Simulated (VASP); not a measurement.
# CsH (Immm) in VASP: a series of runs

The runs below take CsH through single point, with LDA.

All numbers are computed with VASP 6.6.1; they aren't measurements. Logs are shortened: lines on timing, memory, paths and dates and some standing lists are left out, and cuts for length are marked.

## (1) The cell of the first run

Symmetry: Immm, No. 71, orthorhombic system. Conventional cell: a = 4.424 Å, b = 4.593 Å, c = 6.376 Å, α = 90.00°, β = 90.00°, γ = 90.00°. Cs (site symmetry mmm) has 6 H at 3.19 Å within 4.2 Å. Within 4.2 Å of H (site symmetry mmm) lie 6 Cs at 3.19 Å.

## (2) Single point, LDA (strain +0.0375 x Voigt [0, 0, 0, 0, 1, 0])

INCAR reads:

```
PREC = Accurate
ENCUT = 520
EDIFF = 1E-7
ISMEAR = 0
SIGMA = 0.05
LREAL = False
LASPH = True
NELM = 100
ALGO = Normal
ISIF = 2
LWAVE = False
LCHARG = False
GGA = CA
NBANDS = 12
```

KPOINTS reads:

```
regular mesh
0
Gamma
  8 8 8
```

POSCAR reads:

```
CsH
1.0
    0.0597750000      3.1880000000      3.1880000000
    3.2477750000      0.0000000000      3.2477750000
    3.1880000000      3.1880000000      0.0597750000
Cs H
1 1
Direct
    0.0000000000      0.0000000000      0.0000000000
    0.5000000000      0.5000000000      0.5000000000
```

Potentials or basis: VASP PAW LDA potentials, release 64 (Cs_sv, H).

Command:

```
$ cat potpaw_LDA.64/Cs_sv/POTCAR potpaw_LDA.64/H/POTCAR > POTCAR
$ mpirun -np 1 vasp_std > vasp.out
```

OUTCAR:

```text
PREC = Accurate
   ENCUT = 520
   EDIFF = 1E-7
   ISMEAR = 0
   LREAL = False
   LASPH = True
   NELM = 100
   ISIF = 2
   GGA = CA

 ion  position               nearest neighbor table
   1  0.000  0.000  0.000-
   2  0.500  0.500  0.500-

  LATTYP: Found a body centered orthorhombic cell.
 ALAT       =     4.4239782212
 B/A-ratio  =     1.0382165605
 C/A-ratio  =     1.4412367515

  Lattice vectors:

 A1 = (   0.0597750000,  -3.1880000000,   3.1880000000)
 A2 = (  -0.0597750000,  -3.1880000000,  -3.1880000000)
 A3 = (   3.1880000000,   3.1880000000,   0.0597750000)

Analysis of symmetry for initial positions (statically):
=====================================================================
 Subroutine PRICEL returns:
 Original cell was already a primitive cell.

 Routine SETGRP: Setting up the symmetry group for a
 body centered orthorhombic supercell.

 Subroutine GETGRP returns: Found  8 space group operations
 (whereof  8 operations were pure point group operations)
 out of a pool of  8 trial point group operations.

The static configuration has the point symmetry D_2h.

Analysis of symmetry for dynamics (positions and initial velocities):
=====================================================================
 Subroutine PRICEL returns:
 Original cell was already a primitive cell.

 Routine SETGRP: Setting up the symmetry group for a
 body centered orthorhombic supercell.

 Subroutine GETGRP returns: Found  8 space group operations
 (whereof  8 operations were pure point group operations)
 out of a pool of  8 trial point group operations.

The dynamic configuration has the point symmetry D_2h.

 Subroutine INISYM returns: Found  8 space group operations
 (whereof  8 operations are pure point group operations),
 and found     1 'primitive' translations

----------------------------------------------------------------------------------------

                                     Primitive cell

  volume of cell :      64.7787

  direct lattice vectors                    reciprocal lattice vectors
     0.059775000  3.188000000  3.188000000    -0.159835050  0.156838143  0.159835050
     3.247775000  0.000000000  3.247775000     0.153951551 -0.156838143  0.153951551
     3.188000000  3.188000000  0.059775000     0.159835050  0.156838143 -0.159835050

  length of vectors
     4.508909075  4.593047453  4.508909075     0.275123045  0.268328835  0.275123045

  position of ions in fractional coordinates (direct lattice)
     0.000000000  0.000000000  0.000000000
     0.500000000  0.500000000  0.500000000
[... 87 lines left out ...]
   PSTRESS=    0.0 pullay stress
   NELECT =      10.0000    total number of electrons
   NUPDOWN=      -1.0000    fix difference up-down
   EMIN   =  10.00;   EMAX   =-10.00  energy-range for DOS
   EFERMI =   0.00;   METHOD = LEGACY
   ISMEAR =     0;   SIGMA  =   0.05  broadening in eV -4-tet -1-fermi 0-gaus
   EFERMI_NEDOS =   21; number of points for ismear=-14 and -15
   IALGO  =     38    algorithm
   IMIX   =      4    mixing-type and parameters
     AMIX     =   0.40;   BMIX     =  1.00
     AMIX_MAG =   1.60;   BMIX_MAG =  1.00
  volume/ion in A,a.u.               =      32.39       218.57
  Fermi-wavevector in a.u.,A,eV,Ry     =   0.878208  1.659573 10.493485  0.771249
  Thomas-Fermi vector in A             =   1.998263
   LORBIT       =      0    0 simple, 1 ext, 2 COOP (PROOUT), +10 PAW based schemes
   GGA     = CA    functional components
   LHFCALC =     F    Hartree Fock is set to
   AEXX    =    0.0000 exact exchange contribution
   IVDW    =     0    specifies the selected vdW correction
   LEPSILON=     F    determine dielectric tensor
   LRPA    =     F    only Hartree local field effects (RPA)
 non-spin polarized calculation
 Gauss-broadening in eV      SIGMA  =   0.05
  energy-cutoff  :      520.00
  volume of cell :       64.78
 maximum number of plane-waves:      1763
 NGX is ok and might be reduce to    36
   NGX = 17   NGY = 17   NGZ = 17

 number of electron      10.0000000 magnetization

 Free energy of the ion-electron system (eV)
  ---------------------------------------------------
  ext. energy  EPLUGINS =         0.00000000
  ---------------------------------------------------
  free energy    TOTEN  =        -4.89039371 eV

  energy without entropy =       -4.89039371  energy(sigma->0) =       -4.89039371

 E-fermi :   0.2631     XC(G=0):  -7.5316

 val. band max:        0.0457121517   @ k =   0.5000   0.0000   0.0000
 cond. band min:       1.9588694915   @ k =   0.0000   0.5000  -0.0000
 fundamental gap:      1.9131573398
 Fermi energy:         0.2630975425

 k-point     1 :       0.0000    0.0000    0.0000
  band No.  band energies     occupation
      1     -21.4179      2.00000
      2      -7.8763      2.00000
      3      -7.8655      2.00000
      4      -7.8495      2.00000
      5      -1.8371      2.00000
      6       4.8452      0.00000
      7       4.9742      0.00000
      8       5.1926      0.00000
      9       5.7297      0.00000
     10       6.8370      0.00000
     11       6.8371      0.00000
     12       8.5402      0.00000
[... 331 lines left out ...]
 k-point    24 :       0.2500    0.3750   -0.0000
  band No.  band energies     occupation
      1     -21.3438      2.00000
      2      -8.4461      2.00000
      3      -8.0924      2.00000
      4      -8.0463      2.00000
      5      -0.8550      2.00000
      6       3.3673      0.00000
      7       4.0173      0.00000
      8       5.9532      0.00000
      9       6.4194      0.00000
     10       7.4535      0.00000
     11       7.9805      0.00000
     12      10.4089      0.00000

 [... further k-points ...]

------------------------ aborting loop because EDIFF is reached ----------------------------------------

  FORCE on cell =-STRESS in cart. coord.  units (eV):
  Direction    XX          YY          ZZ          XY          YZ          ZX
  --------------------------------------------------------------------------------------
  -------------------------------------------------------------------------------------
  Total       -0.5003972     -0.5033033     -0.5003972     -0.0000000     -0.0000000     -0.0829159
  in kB      -12.3763687    -12.4482452    -12.3763687     -0.0000000     -0.0000000     -2.0507675
  external PRESSURE =     -12.4003275 kB  Pullay stress =       0.0000000 kB

 VOLUME and BASIS-vectors are now :
 -----------------------------------------------------------------------------
  energy-cutoff  :      520.00
  volume of cell :       64.78
      direct lattice vectors                 reciprocal lattice vectors
     0.059775000  3.188000000  3.188000000    -0.159835050  0.156838143  0.159835050
     3.247775000  0.000000000  3.247775000     0.153951551 -0.156838143  0.153951551
     3.188000000  3.188000000  0.059775000     0.159835050  0.156838143 -0.159835050

 POSITION                                       TOTAL-FORCE (eV/Angst)
 -----------------------------------------------------------------------------------
      0.00000      0.00000      0.00000         0.000000      0.000000      0.000000
      3.24777      3.18800      3.24777         0.000000      0.000000     -0.000000
 -----------------------------------------------------------------------------------
    total drift:                               -0.000000      0.000000      0.000000

  FREE ENERGIE OF THE ION-ELECTRON SYSTEM (eV)
  ---------------------------------------------------
  free  energy   TOTEN  =        -4.8903937091 eV

  energy  without entropy=       -4.8903937091  energy(sigma->0) =       -4.89039371
```

It took 97 s on 1 thread of Intel Xeon 8259CL, shared host; peak memory 0.22 GiB.

What came out:

| Item | Value |
| --- | --- |
| Free energy | -4.8904 eV |
| Pressure | -1.2 GPa |
| Band gap on the k mesh | 1.91 eV (least direct gap 1.94 eV) |

Stress tensor (GPa, compression positive):
```
-1.24  0.00 -0.21
 0.00 -1.24  0.00
-0.21  0.00 -1.24
```

Levels at points of the mesh, in eV from the valence-band top:
```csv
k point,band 3,band 4,band 5,band 6,band 7,band 8
"(0.00, 0.00, 0.00)",-7.91,-7.90,-1.88,4.80,4.93,5.15
"(0.50, 0.00, 0.00)",-8.02,-8.02,0.00,1.94,4.37,4.60
"(0.00, 0.50, 0.00)",-7.99,-7.99,-0.02,1.91,4.47,4.71
"(0.50, 0.50, 0.00)",-8.19,-8.19,-1.23,2.84,5.30,7.81
"(0.50, 0.00, 0.50)",-8.22,-8.16,-1.23,2.84,5.30,7.85
```

Caveat: the cell differs from its parent crystal (strain +0.0375 x Voigt [0, 0, 0, 0, 1, 0]); spin-orbit coupling is left out, which moves the levels of the heavy elements. A k mesh can miss the band edges.

## (3) Single point, LDA (strain +0.0125 x Voigt [0, 0, 0, 0, 1, 0])

INCAR reads:

```
SYSTEM = CsH
  PREC = Accurate
  ENCUT = 520
  EDIFF = 1E-6
  ISMEAR = 0
  SIGMA = 0.05
  LREAL = .False.
  LASPH = .True.
  NELM = 100
  ALGO = Normal
  ISIF = 2
  LWAVE = .False.
  LCHARG = .True.
  LELF = .True.
  LVHAR = .True.
  NBANDS = 12
```

KPOINTS reads:

```
Automatic mesh
0
Gamma
  8 8 8
  0 0 0
```

POSCAR reads:

```
CsH
1.0
    0.0199250000      3.1880000000      3.1880000000
    3.2079250000      0.0000000000      3.2079250000
    3.1880000000      3.1880000000      0.0199250000
Cs H
1 1
Direct
    0.0000000000      0.0000000000      0.0000000000
    0.5000000000      0.5000000000      0.5000000000
```

Potentials or basis: VASP PAW LDA potentials, release 64 (Cs_sv, H).

Command:

```
$ cat potpaw_LDA.64/Cs_sv/POTCAR potpaw_LDA.64/H/POTCAR > POTCAR
$ mpirun -np 1 vasp_std > vasp.out
```

Run time: 95 s. Hardware: 1 thread of Intel Xeon 8259CL, shared host; peak memory 0.22 GiB.

Results (log left out):

```
Free energy            : -4.8916 eV
Pressure               : -1.2 GPa
Band gap on the k mesh : 1.93 eV (least direct gap 1.94 eV)
```

Stress tensor (GPa, compression positive):
```
-1.23  0.00 -0.07
 0.00 -1.24  0.00
-0.07  0.00 -1.23
```

Levels at points of the mesh, in eV from the valence-band top:
```csv
k point,band 1,band 2,band 3,band 4,band 5,band 6,band 7,band 8,band 9,band 10
"(0.00, 0.00, 0.00)",-21.45,-7.90,-7.90,-7.90,-1.88,4.92,4.97,5.04,5.66,6.79
"(0.50, 0.00, 0.00)",-21.37,-8.78,-8.00,-8.00,0.00,1.94,4.49,4.57,6.99,8.17
"(0.00, 0.50, 0.00)",-21.37,-8.77,-7.99,-7.99,-0.01,1.93,4.52,4.60,6.99,8.13
"(0.50, 0.50, 0.00)",-21.35,-8.65,-8.18,-8.18,-1.23,2.85,5.31,7.85,8.07,8.08
"(0.50, 0.00, 0.50)",-21.35,-8.65,-8.19,-8.17,-1.23,2.85,5.31,7.85,8.01,8.14
```

Caveat: the cell differs from its parent crystal (strain +0.0125 x Voigt [0, 0, 0, 0, 1, 0]); spin-orbit coupling is left out, which moves the levels of the heavy elements. A k mesh can miss the band edges.
